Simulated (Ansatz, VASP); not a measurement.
# Cd in VASP and in Ansatz

File INCAR:

```
SYSTEM = Cd
PREC = Accurate
ENCUT = 520
EDIFF = 1E-7
ISMEAR = -1
SIGMA = 0.1
LREAL = .False.
LASPH = .True.
NELM = 100
ALGO = Normal
ISIF = 2
LWAVE = .False.
LCHARG = .True.
GGA = PE
LELF = .True.
LVHAR = .True.
NBANDS = 25
```

The input KPOINTS:

```
Automatic mesh
0
Gamma
  9 9 13
  0 0 0
```

The input POSCAR:

```
Cd
1.0
    5.0046291460      0.0000000000      0.0000000000
   -2.5023145730      4.3341359769      0.0000000000
    0.0000000000      0.0000000000      3.0106316697
Cd
3
Direct
    0.0000000000      0.0000000000      0.0000000000
    0.3333333333      0.6666666667      0.5000000000
    0.6666666667      0.3333333333      0.5000000000
```

Input for Ansatz:

```yaml
crystal:
  lattice:
    - [5.004629146, 0.0, 0.0]
    - [-2.502314573, 4.3341359769, 0.0]
    - [0.0, 0.0, 3.0106316697]
  atoms:
    - { symbol: Cd, position: [0.0, 0.0, 0.0] }
    - { symbol: Cd, position: [0.3333333333, 0.6666666667, 0.5] }
    - { symbol: Cd, position: [0.6666666667, 0.3333333333, 0.5] }
hamiltonian:
  xc: pbe
  pseudopotentials:
    kind: paw
    azcp:
      Cd: "pseudopotentials/Cd.paw.azcp"
basis:
  ecutwfc: 420
  fft_grid_basis: typed
kpoints:
  mp_grid: { grid: [9, 9, 13], shift: [0, 0, 0] }
magnetization:
  spin_polarized: false
scf:
  occupations: { method: fermi_dirac, width: 0.1 }
output:
  stress: true
```

Alike in both runs: task single point; functional PBE; k mesh 9 × 9 × 13; occupations fermi-dirac, width 0.1 eV; no spin polarisation.

|  | VASP | Ansatz |
| --- | --- | --- |
| version | VASP 6.6.1 | Ansatz 0.2.0 |
| potentials or method | VASP PAW PBE potentials, release 64 (Cd), cutoff 520 eV | plane waves (420 eV) with PAW, scalar-relativistic |
| valence electrons in the cell | 36 | 60 |

Ansatz gave:

| Item | Value |
| --- | --- |
| pressure (GPa) | 3.9 |

Problem. Estimate VASP's values.

Solution. Pressure (GPa): 4.2.

VASP's potentials hold 36 valence electrons a cell and Ansatz's 60, so a difference there can come from the potentials and not from the codes.
